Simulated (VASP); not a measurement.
# SiSb3 (P6_3/m) in VASP: further runs

Aim: see how the results for SiSb3 move with the level of theory and the settings. Levels: PBEsol, PBE. Tasks: single point.

Program: VASP 6.6.1. These are calculated values, not measurements. Logs are shortened: lines on timing, memory, paths and dates and some standing lists are left out, and cuts for length are marked.

## 1. The cell of the first run

It takes space group P6_3/m (No. 176, hexagonal). Conventional cell: a = 6.457 Å, b = 6.457 Å, c = 5.299 Å, α = 90.00°, β = 90.00°, γ = 120.00°. Within 3.6 Å of Sb (site symmetry m) lie 3 Si at 2.74 to 3.24 Å and 8 Sb at 3.22 to 3.46 Å. Si (site symmetry -6) has 9 Sb at 2.74 to 3.24 Å within 3.6 Å.

## 2. Single point, PBEsol

File INCAR:

```
PREC = Accurate
ENCUT = 520
EDIFF = 1E-6
ISMEAR = 0
SIGMA = 0.2864
LREAL = F
LASPH = T
NELM = 60
ALGO = Normal
ISIF = 2
LWAVE = F
LCHARG = T
GGA = PS
LELF = T
LVHAR = T
NBANDS = 29
```

File KPOINTS:

```
Automatic mesh
0
Gamma
  3 3 3
```

File POSCAR:

```
SiSb3
1.0
    6.4573945573      0.0000000000      0.0000000000
   -3.2286972787      5.5922677289      0.0000000000
    0.0000000000      0.0000000000      5.2987008426
Sb Si
6 2
Direct
   -0.0965501490      0.2492191706      0.2500000000
    0.6542306804     -0.0965501490      0.7500000000
    0.7507808294      0.6542306804      0.2500000000
    1.0965501490      0.7507808294      0.7500000000
    0.3457693196      1.0965501490      0.2500000000
    0.2492191706      0.3457693196      0.7500000000
    0.3333333333      0.6666666667      0.2500000000
    0.6666666667      0.3333333333      0.7500000000
```

Potentials or basis: VASP PAW PBE potentials, release 64 (Sb, Si).

The run is started by

```bash
$ cat potpaw_PBE.64/Sb/POTCAR potpaw_PBE.64/Si/POTCAR > POTCAR
$ mpirun -np 1 vasp_std > vasp.out
```

OUTCAR:

```text
PREC = Accurate
   ENCUT = 520
   EDIFF = 1E-6
   ISMEAR = 0
   LREAL = F
   LASPH = T
   NELM = 60
   ISIF = 2
   GGA = PS

 ion  position               nearest neighbor table
   1  0.903  0.249  0.250-   7 2.74   5 3.22   3 3.22   8 3.24   8 3.24   6 3.32   6 3.32   2 3.32
                             2 3.32   5 3.46   3 3.46
   2  0.654  0.903  0.750-   8 2.74   4 3.22   6 3.22   7 3.24   7 3.24   1 3.32   1 3.32   3 3.32
                             3 3.32   6 3.46   4 3.46
   3  0.751  0.654  0.250-   7 2.74   5 3.22   1 3.22   8 3.24   8 3.24   4 3.32   4 3.32   2 3.32
                             2 3.32   5 3.46   1 3.46
   4  0.097  0.751  0.750-   8 2.74   2 3.22   6 3.22   7 3.24   7 3.24   3 3.32   3 3.32   5 3.32
                             5 3.32   2 3.46   6 3.46
   5  0.346  0.097  0.250-   7 2.74   1 3.22   3 3.22   8 3.24   8 3.24   4 3.32   4 3.32   6 3.32
                             6 3.32   3 3.46   1 3.46
   6  0.249  0.346  0.750-   8 2.74   2 3.22   4 3.22   7 3.24   7 3.24   1 3.32   1 3.32   5 3.32
                             5 3.32   2 3.46   4 3.46
   7  0.333  0.667  0.250-   5 2.74   1 2.74   3 2.74   4 3.24   4 3.24   2 3.24   2 3.24   6 3.24
                             6 3.24
   8  0.667  0.333  0.750-   2 2.74   4 2.74   6 2.74   1 3.24   1 3.24   5 3.24   5 3.24   3 3.24
                             3 3.24

  LATTYP: Found a hexagonal cell.
 ALAT       =     6.4573945573
 C/A-ratio  =     0.8205632776

  Lattice vectors:

 A1 = (   6.4573945573,   0.0000000000,   0.0000000000)
 A2 = (  -3.2286972787,   5.5922677289,   0.0000000000)
 A3 = (   0.0000000000,   0.0000000000,   5.2987008426)

Analysis of symmetry for initial positions (statically):
=====================================================================
 Subroutine PRICEL returns:
 Original cell was already a primitive cell.

 Routine SETGRP: Setting up the symmetry group for a
 hexagonal supercell.

 Subroutine GETGRP returns: Found 12 space group operations
 (whereof  6 operations were pure point group operations)
 out of a pool of 24 trial point group operations.

The static configuration has the point symmetry S_6 .
 The point group associated with its full space group is C_6h.

Analysis of symmetry for dynamics (positions and initial velocities):
=====================================================================
 Subroutine PRICEL returns:
 Original cell was already a primitive cell.

 Routine SETGRP: Setting up the symmetry group for a
 hexagonal supercell.

 Subroutine GETGRP returns: Found 12 space group operations
 (whereof  6 operations were pure point group operations)
 out of a pool of 24 trial point group operations.

The dynamic configuration has the point symmetry S_6 .
 The point group associated with its full space group is C_6h.

 Subroutine INISYM returns: Found 12 space group operations
 (whereof  6 operations are pure point group operations),
 and found     1 'primitive' translations

----------------------------------------------------------------------------------------

                                     Primitive cell

  volume of cell :     191.3439

  direct lattice vectors                    reciprocal lattice vectors
     6.457394557  0.000000000  0.000000000     0.154861220  0.089409167  0.000000000
    -3.228697279  5.592267729  0.000000000     0.000000000  0.178818334  0.000000000
     0.000000000  0.000000000  5.298700843     0.000000000  0.000000000  0.188725506

  length of vectors
     6.457394557  6.457394557  5.298700843     0.178818334  0.178818334  0.188725506

  position of ions in fractional coordinates (direct lattice)
     0.903449851  0.249219171  0.250000000
     0.654230680  0.903449851  0.750000000
     0.750780829  0.654230680  0.250000000
     0.096550149  0.750780829  0.750000000
     0.345769320  0.096550149  0.250000000
     0.249219171  0.345769320  0.750000000
     0.333333333  0.666666667  0.250000000
     0.666666667  0.333333333  0.750000000

  ion indices of the primitive-cell ions
   primitive index   ion index
                 1           1
                 2           2
                 3           3
                 4           4
                 5           5
                 6           6
                 7           7
                 8           8

----------------------------------------------------------------------------------------

 KPOINTS: Automatic mesh

Automatic generation of k-mesh.
 Grid dimensions read from file:
 generate k-points for:    3    3    3

 Generating k-lattice:

  Cartesian coordinates                     Fractional coordinates (reciprocal lattice)
     0.051620407  0.029803056  0.000000000     0.333333333 -0.000000000  0.000000000
     0.000000000  0.059606111  0.000000000     0.000000000  0.333333333  0.000000000
     0.000000000  0.000000000  0.062908502     0.000000000  0.000000000  0.333333333

  Length of vectors
     0.059606111  0.059606111  0.062908502

  Shift w.r.t. Gamma in fractional coordinates (k-lattice)
     0.000000000  0.000000000  0.000000000

 Subroutine IBZKPT returns following result:
 ===========================================

 Found      6 irreducible k-points:

 Following reciprocal coordinates:
            Coordinates               Weight
  0.000000  0.000000  0.000000      1.000000
  0.333333 -0.000000  0.000000      6.000000
  0.333333  0.333333  0.000000      2.000000
  0.000000  0.000000  0.333333      2.000000
  0.333333 -0.000000  0.333333     12.000000
  0.333333  0.333333  0.333333      4.000000
   k-points           NKPTS =      6   k-points in BZ     NKDIM =      6   number of bands    NBANDS=     29
   number of dos      NEDOS =    301   number of ions     NIONS =      8
   total plane-waves  NPLWV =  92160
   dimension x,y,z NGX =    48 NGY =   48 NGZ =   40
   dimension x,y,z NGXF=    96 NGYF=   96 NGZF=   80
   ions per type =               6   2
   NGX,Y,Z   is equivalent  to a cutoff of  12.36, 12.36, 12.55 a.u.
   NGXF,Y,Z  is equivalent  to a cutoff of  24.72, 24.72, 25.10 a.u.
 SYSTEM =  unknown system
   PREC   = accura    normal or accurate (medium, high low for compatibility)
   ISTART =      0    job   : 0-new  1-cont  2-samecut
   ICHARG =      2    charge: 1-file 2-atom 10-const
   ISPIN  =      1    spin polarized calculation?
   LNONCOLLINEAR =      F non collinear calculations
   LSORBIT =      F    spin-orbit coupling
   LASPH  =      T    aspherical Exc in radial PAW
   ENCUT  =  520.0 eV  38.22 Ry    6.18 a.u.  12.01 12.01  9.85*2*pi/ulx,y,z
   NELM   =     60;   NELMIN=  2; NELMDL= -5     # of ELM steps
   EDIFF  = 0.1E-05   stopping-criterion for ELM
   LREAL  =      F    real-space projection
   EDIFFG = 0.1E-04   stopping-criterion for IOM
   NSW    =      0    number of steps for IOM
   IBRION =     -1    ionic relax: 0-MD 1-quasi-New 2-CG
   NFREE  =      0    steps in history (QN), initial steepest desc. (CG)
   ISIF   =      2    stress and relaxation
   ISYM   =      2    0-nonsym 1-usesym 2-fastsym
   POTIM  = 0.5000    time-step for ionic-motion
   TEBEG  =    0.0;   TEEND  =   0.0 temperature during run
   PSTRESS=    0.0 pullay stress
   NELECT =      38.0000    total number of electrons
   NUPDOWN=      -1.0000    fix difference up-down
   EMIN   =  10.00;   EMAX   =-10.00  energy-range for DOS
   EFERMI =   0.00;   METHOD = LEGACY
   ISMEAR =     0;   SIGMA  =   0.29  broadening in eV -4-tet -1-fermi 0-gaus
   EFERMI_NEDOS =   21; number of points for ismear=-14 and -15
   IALGO  =     38    algorithm
   IMIX   =      4    mixing-type and parameters
     AMIX     =   0.40;   BMIX     =  1.00
     AMIX_MAG =   1.60;   BMIX_MAG =  1.00
  volume/ion in A,a.u.               =      23.92       161.41
  Fermi-wavevector in a.u.,A,eV,Ry     =   0.955134  1.804942 12.412345  0.912282
  Thomas-Fermi vector in A             =   2.083944
   LORBIT       =      0    0 simple, 1 ext, 2 COOP (PROOUT), +10 PAW based schemes
   GGA     = PS    functional components
   LHFCALC =     F    Hartree Fock is set to
   AEXX    =    0.0000 exact exchange contribution
   IVDW    =     0    specifies the selected vdW correction
   LEPSILON=     F    determine dielectric tensor
   LRPA    =     F    only Hartree local field effects (RPA)
 non-spin polarized calculation
 Gauss-broadening in eV      SIGMA  =   0.29
  energy-cutoff  :      520.00
  volume of cell :      191.34
 maximum number of plane-waves:      5175
   NGX = 25   NGY = 25   NGZ = 19

 number of electron      38.0000002 magnetization

 Free energy of the ion-electron system (eV)
  ---------------------------------------------------
  ext. energy  EPLUGINS =         0.00000000
  ---------------------------------------------------
  free energy    TOTEN  =       -36.33301112 eV

  energy without entropy =      -36.11415710  energy(sigma->0) =      -36.22358411

 E-fermi :   8.6285     XC(G=0): -10.4582

 val. band max:        8.6061962056   @ k =   0.3333   0.3333   0.3333
 cond. band min:       8.8075817358   @ k =   0.3333  -0.0000   0.0000
 fundamental gap:      0.2013855302
 Fermi energy:         8.6285334240

 k-point     1 :       0.0000    0.0000    0.0000
  band No.  band energies     occupation
      1      -4.5805      2.00000
      2      -0.7293      2.00000
      3      -0.7293      2.00000
      4      -0.6298      2.00000
      5      -0.0746      2.00000
      6      -0.0746      2.00000
[... 21 lines left out ...]
     28      13.4661      0.00000
     29      13.4661      0.00000

 k-point     2 :       0.3333   -0.0000    0.0000
  band No.  band energies     occupation
      1      -4.0567      2.00000
      2      -2.5146      2.00000
      3      -1.3416      2.00000
      4      -0.8092      2.00000
      5      -0.0136      2.00000
      6       0.6238      2.00000
[... 120 lines left out ...]
 k-point     6 :       0.3333    0.3333    0.3333
  band No.  band energies     occupation
      1      -2.5453      2.00000
      2      -2.5453      2.00000
      3      -2.3160      2.00000
      4      -0.9445      2.00000
      5      -0.9445      2.00000
      6      -0.7196      2.00000
[... 21 lines left out ...]
     28      11.4230      0.00000
     29      11.4230      0.00000

------------------------ aborting loop because EDIFF is reached ----------------------------------------

  FORCE on cell =-STRESS in cart. coord.  units (eV):
  Direction    XX          YY          ZZ          XY          YZ          ZX
  --------------------------------------------------------------------------------------
  -------------------------------------------------------------------------------------
  Total        0.0907562      0.0907562     -0.0790322     -0.0000005      0.0000000      0.0000000
  in kB        0.7599276      0.7599276     -0.6617593     -0.0000039      0.0000000      0.0000000
  external PRESSURE =       0.2860320 kB  Pullay stress =       0.0000000 kB

 VOLUME and BASIS-vectors are now :
 -----------------------------------------------------------------------------
  energy-cutoff  :      520.00
  volume of cell :      191.34
      direct lattice vectors                 reciprocal lattice vectors
     6.457394557  0.000000000  0.000000000     0.154861220  0.089409167  0.000000000
    -3.228697279  5.592267729  0.000000000     0.000000000  0.178818334  0.000000000
     0.000000000  0.000000000  5.298700843     0.000000000  0.000000000  0.188725506

 POSITION                                       TOTAL-FORCE (eV/Angst)
 -----------------------------------------------------------------------------------
      5.02928      1.39370      1.32468        -0.009729     -0.016113      0.000000
      1.30766      5.05233      3.97403         0.009090     -0.016482     -0.000000
      2.73578      3.65863      1.32468         0.018819     -0.000369     -0.000000
     -1.80058      4.19857      3.97403         0.009729      0.016113     -0.000000
      1.92104      0.53993      1.32468        -0.009090      0.016482     -0.000000
      0.49292      1.93363      3.97403        -0.018819      0.000369      0.000000
     -0.00000      3.72818      1.32468         0.000000     -0.000000      0.000000
      3.22870      1.86409      3.97403         0.000000     -0.000000      0.000000
 -----------------------------------------------------------------------------------
    total drift:                               -0.000000      0.000000      0.000000

  FREE ENERGIE OF THE ION-ELECTRON SYSTEM (eV)
  ---------------------------------------------------
  free  energy   TOTEN  =       -36.3330111180 eV

  energy  without entropy=      -36.1141571047  energy(sigma->0) =      -36.22358411
```

It took 19 s on 1 thread of Intel Xeon 6975P-C (Granite Rapids), shared host; peak memory 0.28 GiB.

What came out:

| Property | Result |
| --- | --- |
| Free energy | -36.3330 eV |
| Pressure | 0.0 GPa |
| Largest force | 0.019 eV/Å |
| Band gap on the k mesh | zero (band 19 reaches 10.11 eV, above the bottom of band 20 at 7.90 eV) |

Forces on the atoms (eV/Å):
```
Sb  -0.010 -0.016  0.000
Sb   0.009 -0.016  0.000
Sb   0.019  0.000  0.000
Sb   0.010  0.016  0.000
Sb  -0.009  0.016  0.000
Sb  -0.019  0.000  0.000
Si   0.000  0.000  0.000
Si   0.000  0.000  0.000
```

Stress tensor (GPa, compression positive):
```
 0.08  0.00  0.00
 0.00  0.08  0.00
 0.00  0.00 -0.07
```

Caveat: the k points lie up to 0.40 Å⁻¹ apart; the PAW data sets were made with another functional, which shifts forces and pressure a little; spin-orbit coupling is left out, which moves the levels of the heavy elements.

## 3. Single point, PBE

This run uses another cell than the first one, of 25.25 Å³/atom, 1.056 times its volume.

File INCAR:

```
ALGO     = Normal         # electronic algorithm
EDIFF    = 1E-6           # SCF threshold, eV
ENCUT    = 520            # plane-wave cutoff, eV
GGA      = PE             # functional
ISIF     = 2              # what is computed and relaxed
ISMEAR   = 0              # smearing method
LASPH    = True           # aspherical terms in the spheres
LCHARG   = False          # write CHGCAR
LREAL    = False          # projectors in reciprocal space
LWAVE    = False          # write WAVECAR
NBANDS   = 29             # bands
NELM     = 100            # most SCF steps
PREC     = Accurate       # precision mode
SIGMA    = 0.2864         # smearing width, eV
```

File KPOINTS:

```
k-points
0
Gamma
  3 3 3
```

File POSCAR:

```
SiSb3
1.0
    6.5626579937      0.0000000000      0.0000000000
   -3.2813289968      5.6834285389      0.0000000000
    0.0000000000      0.0000000000      5.4156593268
Sb Si
6 2
Direct
   -0.0834873409      0.2557438466      0.2500000000
    0.6607688124     -0.0834873409      0.7500000000
    0.7442561534      0.6607688124      0.2500000000
    1.0834873409      0.7442561534      0.7500000000
    0.3392311876      1.0834873409      0.2500000000
    0.2557438466      0.3392311876      0.7500000000
    0.3333333333      0.6666666667      0.2500000000
    0.6666666667      0.3333333333      0.7500000000
```

Potentials or basis: VASP PAW PBE potentials, release 64 (Sb, Si).

The run is started by

```bash
$ cat potpaw_PBE.64/Sb/POTCAR potpaw_PBE.64/Si/POTCAR > POTCAR
$ mpirun -np 1 vasp_std > vasp.out
```

It took 22 s on 1 thread of Intel Xeon 6975P-C (Granite Rapids), shared host; peak memory 0.3 GiB.

Results (log left out):

```yaml
Free_energy: -32.6644 eV
Pressure: 0.0 GPa
Largest_force: 0.015 eV/Å
Band_gap_on_the_k_mesh: zero (band 19 reaches 9.33 eV, above the bottom of band 20 at 7.43 eV)
```

Forces on the atoms (eV/Å):
```
Sb  -0.009 -0.012  0.000
Sb   0.005 -0.014  0.000
Sb   0.015 -0.002  0.000
Sb   0.009  0.012  0.000
Sb  -0.005  0.014  0.000
Sb  -0.015  0.002  0.000
Si   0.000  0.000  0.000
Si   0.000  0.000  0.000
```

Stress tensor (GPa, compression positive):
```
-0.01  0.00  0.00
 0.00 -0.01  0.00
 0.00  0.00 -0.12
```

Levels at points of the mesh, in eV from the Fermi level:
```tsv
k point	band 17	band 18	band 19	band 20	band 21	band 22
(0.00, 0.00, 0.00)	-1.90	-1.37	-0.69	-0.69	0.73	1.27
```

Caveat: the k points lie up to 0.39 Å⁻¹ apart; spin-orbit coupling is left out, which moves the levels of the heavy elements.
